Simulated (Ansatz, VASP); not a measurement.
**Al2Rh in VASP and in Ansatz**

```
CELL_PARAMETERS angstrom
4.26348 0.00000 0.00000
0.00000 4.26348 0.00000
0.00000 0.00000 2.80494
ATOMIC_POSITIONS crystal
Al 0.00000 0.50000 0.00000
Al 0.50000 0.00000 0.00000
Rh 0.50000 0.50000 0.50000
```

Alike in both runs: functional PBE; k mesh 12 × 12 × 16; occupations gaussian, width 0.1 eV; no spin polarisation.

Ansatz relaxed the structure, and its values are those at the end. VASP's run is a single point on that final structure, the one shown.

|  | VASP | Ansatz |
| --- | --- | --- |
| version | VASP 6.6.1 | Ansatz 0.2.0 |
| potentials or method | VASP PAW PBE potentials, release 64 (Al, Rh_pv), cutoff 520 eV | scalar-relativistic, plane waves, PAW |
| valence electrons in the cell | 21 | 23 |

|  | VASP | Ansatz | Ansatz less VASP |
| --- | --- | --- | --- |
| gap on the k mesh at the Fermi level (eV) | none | none | - |
| pressure (GPa) | 0.0 | 0.0 | 0.00 |

A gap of «none» marks a metal or a gap that the smearing closes. VASP's potentials hold 21 valence electrons a cell and Ansatz's 23, so a difference there can come from the potentials and not from the codes.
